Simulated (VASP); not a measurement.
# Yb (Im-3m) in VASP: further runs, part 2 of 2

VASP 6.6.1. Earlier steps stand in the parts before.

## Step 4: Single point, BLYP (volume scaled by 1.04)

Input file INCAR:

```
SYSTEM = Yb
AGGAC = 1.0
AGGAX = 1.0
ALDAC = 0.0
ALDAX = 1.0
ALGO = Normal
EDIFF = 1E-6
ENCUT = 520
GGA = B5
ISIF = 2
ISMEAR = -1
LASPH = .TRUE.
LCHARG = .FALSE.
LREAL = .FALSE.
LWAVE = .FALSE.
NBANDS = 18
NELM = 100
PREC = Accurate
SIGMA = 0.1
```

Input file KPOINTS:

```
k-points
0
G
  12 12 12
  0 0 0
```

Input file POSCAR:

```
Yb
1.0
   -2.1143639102      2.1143639102      2.1143639102
    2.1143639102     -2.1143639102      2.1143639102
    2.1143639102      2.1143639102     -2.1143639102
Yb
1
Direct
    0.0000000000      0.0000000000      0.0000000000
```

Potentials or basis: VASP PAW PBE potentials, release 64 (Yb).

Command:

```sh
$ cat potpaw_PBE.64/Yb/POTCAR > POTCAR
$ mpirun -np 1 vasp_std > vasp.out
```

OUTCAR:

```text
SYSTEM = Yb
   EDIFF = 1E-6
   ENCUT = 520
   GGA = B5
   ISIF = 2
   ISMEAR = -1
   LASPH = .TRUE.
   LREAL = .FALSE.
   NELM = 100
   PREC = Accurate

 ion  position               nearest neighbor table
   1  0.000  0.000  0.000-

  LATTYP: Found a body centered cubic cell.
 ALAT       =     4.2287278204

  Lattice vectors:

 A1 = (  -2.1143639102,   2.1143639102,   2.1143639102)
 A2 = (   2.1143639102,  -2.1143639102,   2.1143639102)
[... 682 lines left out ...]
     18       8.9605      0.00000

 [... further k-points ...]

------------------------ aborting loop because EDIFF is reached ----------------------------------------

  FORCE on cell =-STRESS in cart. coord.  units (eV):
  Direction    XX          YY          ZZ          XY          YZ          ZX
  --------------------------------------------------------------------------------------
  -------------------------------------------------------------------------------------
  Total       -1.1168506     -1.1168506     -1.1168506      0.0000000     -0.0000000      0.0000000
  in kB      -47.3267269    -47.3267269    -47.3267269      0.0000000     -0.0000000      0.0000000
  external PRESSURE =     -47.3267269 kB  Pullay stress =       0.0000000 kB

 VOLUME and BASIS-vectors are now :
 -----------------------------------------------------------------------------
  energy-cutoff  :      520.00
  volume of cell :       37.81
      direct lattice vectors                 reciprocal lattice vectors
    -2.114363910  2.114363910  2.114363910     0.000000000  0.236477740  0.236477740
     2.114363910 -2.114363910  2.114363910     0.236477740  0.000000000  0.236477740
     2.114363910  2.114363910 -2.114363910     0.236477740  0.236477740  0.000000000

 POSITION                                       TOTAL-FORCE (eV/Angst)
 -----------------------------------------------------------------------------------
      0.00000      0.00000      0.00000        -0.000000      0.000000     -0.000000
 -----------------------------------------------------------------------------------
    total drift:                               -0.000000     -0.000000     -0.000000

  FREE ENERGIE OF THE ION-ELECTRON SYSTEM (eV)
  ---------------------------------------------------
  free  energy   TOTEN  =        -2.7833311811 eV

  energy  without entropy=       -2.7088355910  energy(sigma->0) =       -2.74608339
```

stdout:

```text
POSCAR found type information on POSCAR Yb
 POSCAR found :  1 types and       1 ions
 scaLAPACK will be used
 -----------------------------------------------------------------------------
|                                                                             |
|                                                                             |
|     You enforced a specific xc type in the INCAR file but a different       |
|     I HOPE YOU KNOW WHAT YOU ARE DOING!                                     |
|                                                                             |
 -----------------------------------------------------------------------------

 LDA part: xc-table for (Slater(with rela. corr.)+VWN5), standard interpolation
 POSCAR, INCAR and KPOINTS ok, starting setup
 FFT: planning ... GRIDC
 FFT: planning ... GRID_SOFT
 FFT: planning ... GRID
 WAVECAR not read
 entering main loop
```

Run time: 70 s. Hardware: 1 thread of Intel Xeon Platinum 8488C (Sapphire Rapids), shared host; peak memory 0.2 GiB.

What came out:

```
Free energy            : -2.7833 eV
Pressure               : -4.7 GPa
Band gap on the k mesh : zero (band 12 reaches 2.28 eV, above the bottom of band 13 at 1.45 eV)
```

Levels at points of the mesh, in eV from the Fermi level:
| k point | band 10 | band 11 | band 12 | band 13 | band 14 | band 15 |
| --- | --- | --- | --- | --- | --- | --- |
| (0.00, 0.00, 0.00) | -0.48 | -0.48 | -0.46 | 2.63 | 2.63 | 2.63 |
| (0.50, 0.00, 0.00) | -0.50 | -0.49 | -0.47 | 0.61 | 1.16 | 4.09 |
| (0.50, 0.50, 0.50) | -0.50 | -0.47 | -0.47 | -0.47 | 4.99 | 4.99 |

Caveat: the PAW data sets were made with another functional, which shifts forces and pressure a little; spin-orbit coupling is left out, which moves the levels of the heavy elements. Spin polarisation is off, so any magnetic state and its effect on volume and gap are missing.

## Step 5: Single point, BLYP (volume scaled by 1.08)

Input file INCAR:

```
PREC = Accurate ; ENCUT = 520
EDIFF = 1E-6 ; ISMEAR = -1
SIGMA = 0.1 ; LREAL = F
LASPH = T ; NELM = 100
ALGO = Normal ; ISIF = 2
LWAVE = F ; LCHARG = F
GGA = B5 ; ALDAX = 1.0
AGGAX = 1.0 ; AGGAC = 1.0
ALDAC = 0.0 ; NBANDS = 18
```

Input file KPOINTS:

```
Automatic mesh
0
Gamma
  12 12 12
```

Input file POSCAR:

```
Yb
1.0
   -2.1411308519      2.1411308519      2.1411308519
    2.1411308519     -2.1411308519      2.1411308519
    2.1411308519      2.1411308519     -2.1411308519
Yb
1
Direct
    0.0000000000      0.0000000000      0.0000000000
```

Command:

```sh
$ cat potpaw_PBE.64/Yb/POTCAR > POTCAR
$ mpirun -np 1 vasp_std > vasp.out
```

Wall time 75 s (1 thread of Intel Xeon Platinum 8488C (Sapphire Rapids), shared host); peak memory 0.21 GiB.

Results (log left out):

```
Free energy            : -2.7738 eV
Pressure               : -1.3 GPa
Band gap on the k mesh : zero (band 12 reaches 2.16 eV, above the bottom of band 13 at 1.38 eV)
```

Levels at points of the mesh, in eV from the Fermi level:
| k point | band 8 | band 9 | band 10 | band 11 | band 12 | band 13 | band 14 | band 15 | band 16 | band 17 |
| --- | --- | --- | --- | --- | --- | --- | --- | --- | --- | --- |
| (0.00, 0.00, 0.00) | -0.59 | -0.48 | -0.48 | -0.48 | -0.46 | 2.58 | 2.58 | 2.58 | 4.29 | 4.29 |
| (0.50, 0.00, 0.00) | -0.56 | -0.51 | -0.50 | -0.49 | -0.47 | 0.52 | 1.17 | 3.97 | 4.90 | 6.53 |
| (0.50, 0.50, 0.50) | -0.56 | -0.47 | -0.47 | -0.47 | -0.43 | -0.43 | 4.77 | 4.77 | 4.77 | 5.99 |

Caveat: the PAW data sets were made with another functional, which shifts forces and pressure a little; spin-orbit coupling is left out, which moves the levels of the heavy elements.

## Step 6: The runs side by side

```csv
cell,gap on the mesh (eV),pressure (GPa)
"a = 3.566 Å, angles 109.5°, 1 atom",none,0.6
"a = 3.615 Å, angles 109.5°, 1 atom",none,-1.2
"a = 3.662 Å, angles 109.5°, 1 atom",none,-4.7
"a = 3.709 Å, angles 109.5°, 1 atom",none,-1.3
```

Alike in all rows: task single point; level BLYP; potentials or basis VASP PAW PBE potentials, release 64 (Yb); no spin polarisation; k mesh 12 × 12 × 12; cutoff (eV) 520; smearing fermi-dirac 0.1 eV.

Caveats: the PAW data sets were made with another functional, which shifts forces and pressure a little; spin-orbit coupling is left out, which moves the levels of the heavy elements.

Total energies depend on the potentials used, so only differences within one code and one set of settings carry meaning.
